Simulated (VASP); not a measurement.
# Ti (P6/mmm) in VASP: notebook

Ti is run at these levels: PBEsol, PBE, revPBE; tasks: single point.

Program: VASP 6.6.1. These are calculated values, not measurements. Logs are shortened: lines on timing, memory, paths and dates and some standing lists are left out, and cuts for length are marked.

**1. The cell of the first run**

Symmetry: P6/mmm, No. 191, hexagonal system. Conventional cell: a = 4.516 Å, b = 4.516 Å, c = 2.798 Å, α = 90.00°, β = 90.00°, γ = 120.00°. Within 3.4 Å of Ti (site symmetry -6m2) lie 11 Ti at 2.61 to 2.96 Å. Ti (site symmetry 6/mmm) has 14 Ti at 2.80 to 2.96 Å within 3.7 Å.

**2. Single point, PBEsol**

File INCAR:

```
PREC = Accurate
ENCUT = 520
EDIFF = 1E-6
ISMEAR = -1
SIGMA = 0.05
LREAL = F
LASPH = T
NELM = 60
ALGO = Normal
ISIF = 2
LWAVE = F
LCHARG = F
GGA = PS
NBANDS = 25
```

File KPOINTS:

```
Automatic mesh
0
Gamma
  7 7 9
```

File POSCAR:

```
Ti
1.0
    4.5158979536      0.0000000000      0.0000000000
   -2.2579489768      3.9108823487      0.0000000000
    0.0000000000      0.0000000000      2.7976180335
Ti
3
Direct
    0.6666666667      0.3333333333      0.5000000000
    0.3333333333      0.6666666667      0.5000000000
    0.0000000000      0.0000000000      0.0000000000
```

Potentials or basis: VASP PAW PBE potentials, release 64 (Ti_sv).

Started as:

```
cat potpaw_PBE.64/Ti_sv/POTCAR > POTCAR
mpirun -np 1 vasp_std > vasp.out
```

OUTCAR:

```text
PREC = Accurate
   ENCUT = 520
   EDIFF = 1E-6
   ISMEAR = -1
   LREAL = F
   LASPH = T
   NELM = 60
   ISIF = 2
   GGA = PS

 ion  position               nearest neighbor table
   1  0.667  0.333  0.500-   2 2.61   2 2.61   2 2.61
   2  0.333  0.667  0.500-   1 2.61   1 2.61   1 2.61
   3  0.000  0.000  0.000-

  LATTYP: Found a hexagonal cell.
 ALAT       =     4.5158979536
 C/A-ratio  =     0.6195042630

  Lattice vectors:

 A1 = (   4.5158979536,   0.0000000000,   0.0000000000)
 A2 = (  -2.2579489768,   3.9108823487,   0.0000000000)
 A3 = (   0.0000000000,   0.0000000000,   2.7976180335)

Analysis of symmetry for initial positions (statically):
=====================================================================
 Subroutine PRICEL returns:
 Original cell was already a primitive cell.

 Routine SETGRP: Setting up the symmetry group for a
 hexagonal supercell.

 Subroutine GETGRP returns: Found 24 space group operations
 (whereof 24 operations were pure point group operations)
 out of a pool of 24 trial point group operations.

The static configuration has the point symmetry D_6h.

Analysis of symmetry for dynamics (positions and initial velocities):
=====================================================================
 Subroutine PRICEL returns:
 Original cell was already a primitive cell.

 Routine SETGRP: Setting up the symmetry group for a
 hexagonal supercell.

 Subroutine GETGRP returns: Found 24 space group operations
 (whereof 24 operations were pure point group operations)
 out of a pool of 24 trial point group operations.

The dynamic configuration has the point symmetry D_6h.

 Subroutine INISYM returns: Found 24 space group operations
 (whereof 24 operations are pure point group operations),
 and found     1 'primitive' translations

----------------------------------------------------------------------------------------

                                     Primitive cell

  volume of cell :      49.4091

  direct lattice vectors                    reciprocal lattice vectors
     4.515897954  0.000000000  0.000000000     0.221439902  0.127848387  0.000000000
    -2.257948977  3.910882349  0.000000000     0.000000000  0.255696774  0.000000000
     0.000000000  0.000000000  2.797618034     0.000000000  0.000000000  0.357446938

  length of vectors
     4.515897954  4.515897954  2.797618034     0.255696774  0.255696774  0.357446938

  position of ions in fractional coordinates (direct lattice)
     0.666666667  0.333333333  0.500000000
     0.333333333  0.666666667  0.500000000
     0.000000000  0.000000000  0.000000000

  ion indices of the primitive-cell ions
   primitive index   ion index
                 1           1
                 2           2
                 3           3

----------------------------------------------------------------------------------------

 KPOINTS: Automatic mesh

Automatic generation of k-mesh.
 Grid dimensions read from file:
 generate k-points for:    7    7    9

 Generating k-lattice:

  Cartesian coordinates                     Fractional coordinates (reciprocal lattice)
     0.031634272  0.018264055  0.000000000     0.142857143  0.000000000  0.000000000
     0.000000000  0.036528111  0.000000000     0.000000000  0.142857143  0.000000000
     0.000000000  0.000000000  0.039716326     0.000000000  0.000000000  0.111111111

  Length of vectors
     0.036528111  0.036528111  0.039716326

  Shift w.r.t. Gamma in fractional coordinates (k-lattice)
     0.000000000  0.000000000  0.000000000

 Subroutine IBZKPT returns following result:
 ===========================================

 Found     40 irreducible k-points:

 Following reciprocal coordinates:
            Coordinates               Weight
  0.000000  0.000000  0.000000      1.000000
  0.142857  0.000000  0.000000      6.000000
  0.285714  0.000000  0.000000      6.000000
  0.428571  0.000000  0.000000      6.000000
  0.142857  0.142857  0.000000      6.000000
  0.285714  0.142857  0.000000     12.000000
[... 16 lines left out ...]
  0.428571  0.142857  0.222222     12.000000
  0.285714  0.285714  0.222222     12.000000
 [... further k-points ...]
   k-points           NKPTS =     40   k-points in BZ     NKDIM =     40   number of bands    NBANDS=     25
   number of dos      NEDOS =    301   number of ions     NIONS =      3
   total plane-waves  NPLWV =  31104
   dimension x,y,z NGX =    36 NGY =   36 NGZ =   24
   dimension x,y,z NGXF=    72 NGYF=   72 NGZF=   48
   ions per type =               3
   NGX,Y,Z   is equivalent  to a cutoff of  13.25, 13.25, 14.26 a.u.
   NGXF,Y,Z  is equivalent  to a cutoff of  26.51, 26.51, 28.52 a.u.
 SYSTEM =  unknown system
   PREC   = accura    normal or accurate (medium, high low for compatibility)
   ISTART =      0    job   : 0-new  1-cont  2-samecut
   ICHARG =      2    charge: 1-file 2-atom 10-const
   ISPIN  =      1    spin polarized calculation?
   LNONCOLLINEAR =      F non collinear calculations
   LSORBIT =      F    spin-orbit coupling
   LASPH  =      T    aspherical Exc in radial PAW
   ENCUT  =  520.0 eV  38.22 Ry    6.18 a.u.   8.40  8.40  5.20*2*pi/ulx,y,z
   NELM   =     60;   NELMIN=  2; NELMDL= -5     # of ELM steps
   EDIFF  = 0.1E-05   stopping-criterion for ELM
   LREAL  =      F    real-space projection
   EDIFFG = 0.1E-04   stopping-criterion for IOM
   NSW    =      0    number of steps for IOM
   IBRION =     -1    ionic relax: 0-MD 1-quasi-New 2-CG
   NFREE  =      0    steps in history (QN), initial steepest desc. (CG)
   ISIF   =      2    stress and relaxation
   ISYM   =      2    0-nonsym 1-usesym 2-fastsym
   POTIM  = 0.5000    time-step for ionic-motion
   TEBEG  =    0.0;   TEEND  =   0.0 temperature during run
   PSTRESS=    0.0 pullay stress
   NELECT =      36.0000    total number of electrons
   NUPDOWN=      -1.0000    fix difference up-down
   EMIN   =  10.00;   EMAX   =-10.00  energy-range for DOS
   EFERMI =   0.00;   METHOD = LEGACY
   ISMEAR =    -1;   SIGMA  =   0.05  broadening in eV -4-tet -1-fermi 0-gaus
   EFERMI_NEDOS =   21; number of points for ismear=-14 and -15
   IALGO  =     38    algorithm
   IMIX   =      4    mixing-type and parameters
     AMIX     =   0.40;   BMIX     =  1.00
     AMIX_MAG =   1.60;   BMIX_MAG =  1.00
  volume/ion in A,a.u.               =      16.47       111.14
  Fermi-wavevector in a.u.,A,eV,Ry     =   1.473126  2.783805 29.526007  2.170100
  Thomas-Fermi vector in A             =   2.588057
   LORBIT       =      0    0 simple, 1 ext, 2 COOP (PROOUT), +10 PAW based schemes
   GGA     = PS    functional components
   LHFCALC =     F    Hartree Fock is set to
   AEXX    =    0.0000 exact exchange contribution
   IVDW    =     0    specifies the selected vdW correction
   LEPSILON=     F    determine dielectric tensor
   LRPA    =     F    only Hartree local field effects (RPA)
 non-spin polarized calculation
  energy-cutoff  :      520.00
  volume of cell :       49.41
 maximum number of plane-waves:      1354
 NGX is ok and might be reduce to    36
   NGX = 17   NGY = 17   NGZ = 11

 number of electron      36.0000008 magnetization

 Free energy of the ion-electron system (eV)
  ---------------------------------------------------
  ext. energy  EPLUGINS =         0.00000000
  ---------------------------------------------------
  free energy    TOTEN  =       -25.07131009 eV

  energy without entropy =      -25.04901842  energy(sigma->0) =      -25.06016425

 E-fermi :   8.6616     XC(G=0): -11.8912

 val. band max:        8.6517682634   @ k =   0.4286   0.1429   0.3333
 cond. band min:       8.6951769363   @ k =   0.4286   0.1429   0.2222
 fundamental gap:      0.0434086729
 Fermi energy:         8.6616195478

 k-point     1 :       0.0000    0.0000    0.0000
  band No.  band energies     occupation
      1     -47.9138      2.00000
      2     -47.6562      2.00000
      3     -47.4679      2.00000
      4     -24.3439      2.00000
      5     -24.3439      2.00000
      6     -24.2625      2.00000
[... 17 lines left out ...]
     24      10.5571      0.00000
     25      10.6383      0.00000

 k-point     2 :       0.1429    0.0000    0.0000
  band No.  band energies     occupation
      1     -47.9098      2.00000
      2     -47.6512      2.00000
      3     -47.4772      2.00000
      4     -24.4173      2.00000
      5     -24.3950      2.00000
      6     -24.1871      2.00000
[... 17 lines left out ...]
     24      10.2676      0.00000
     25      11.0600      0.00000

 k-point     3 :       0.2857    0.0000    0.0000
  band No.  band energies     occupation
      1     -47.9013      2.00000
      2     -47.6355      2.00000
      3     -47.5023      2.00000
      4     -24.4985      2.00000
      5     -24.3957      2.00000
      6     -24.1013      2.00000
[... 17 lines left out ...]
     24      10.6558      0.00000
     25      11.5184      0.00000

 k-point     4 :       0.4286    0.0000    0.0000
  band No.  band energies     occupation
      1     -47.8948      2.00000
      2     -47.6139      2.00000
      3     -47.5312      2.00000
      4     -24.5440      2.00000
      5     -24.3308      2.00000
      6     -24.1003      2.00000
[... 17 lines left out ...]
     24      11.0079      0.00000
     25      11.2627      0.00000
[... 477 lines left out ...]
 k-point    22 :       0.2857    0.1429    0.2222
  band No.  band energies     occupation
      1     -47.8687      2.00000
      2     -47.5939      2.00000
      3     -47.4981      2.00000
      4     -24.4313      2.00000
      5     -24.3586      2.00000
      6     -24.2075      2.00000
[... 17 lines left out ...]
     24      10.9386      0.00000
     25      11.2634      0.00000

 k-point    23 :       0.4286    0.1429    0.2222
  band No.  band energies     occupation
      1     -47.8669      2.00000
      2     -47.5752      2.00000
      3     -47.5189      2.00000
      4     -24.4445      2.00000
      5     -24.3203      2.00000
      6     -24.2604      2.00000
[... 17 lines left out ...]
     24      11.1599      0.00000
     25      11.3640      0.00000

 k-point    24 :       0.2857    0.2857    0.2222
  band No.  band energies     occupation
      1     -47.8666      2.00000
      2     -47.5663      2.00000
      3     -47.5282      2.00000
      4     -24.3997      2.00000
      5     -24.3518      2.00000
      6     -24.2942      2.00000
[... 17 lines left out ...]
     24      11.3546      0.00000
     25      11.3787      0.00000

 [... further k-points ...]
[... 5 lines left out ...]
  --------------------------------------------------------------------------------------
  -------------------------------------------------------------------------------------
  Total       -0.0821090     -0.0821090     -0.0599240      0.0000000      0.0000000     -0.0000000
  in kB       -2.6625257     -2.6625257     -1.9431384      0.0000000      0.0000000     -0.0000000
  external PRESSURE =      -2.4227300 kB  Pullay stress =       0.0000000 kB

 VOLUME and BASIS-vectors are now :
 -----------------------------------------------------------------------------
  energy-cutoff  :      520.00
  volume of cell :       49.41
      direct lattice vectors                 reciprocal lattice vectors
     4.515897954  0.000000000  0.000000000     0.221439902  0.127848387  0.000000000
    -2.257948977  3.910882349  0.000000000     0.000000000  0.255696774  0.000000000
     0.000000000  0.000000000  2.797618034     0.000000000  0.000000000  0.357446938

 POSITION                                       TOTAL-FORCE (eV/Angst)
 -----------------------------------------------------------------------------------
      2.25795      1.30363      1.39881         0.000000     -0.000000      0.000000
     -0.00000      2.60725      1.39881        -0.000000      0.000000     -0.000000
      0.00000      0.00000      0.00000        -0.000000      0.000000      0.000000
 -----------------------------------------------------------------------------------
    total drift:                                0.000000      0.000000     -0.000000

  FREE ENERGIE OF THE ION-ELECTRON SYSTEM (eV)
  ---------------------------------------------------
  free  energy   TOTEN  =       -25.0713100900 eV

  energy  without entropy=      -25.0490184188  energy(sigma->0) =      -25.06016425
```

Wall time 24 s (1 thread of Intel Xeon 6975P-C (Granite Rapids), shared host); peak memory 0.19 GiB.

Results:

```
Free energy            : -25.0713 eV
Pressure               : -0.2 GPa
Band gap on the k mesh : zero (band 18 reaches 8.86 eV, above the bottom of band 19 at 8.57 eV)
```

Caveat: the PAW data sets were made with another functional, which shifts forces and pressure a little.

(Part 1 of 2 ends here.)
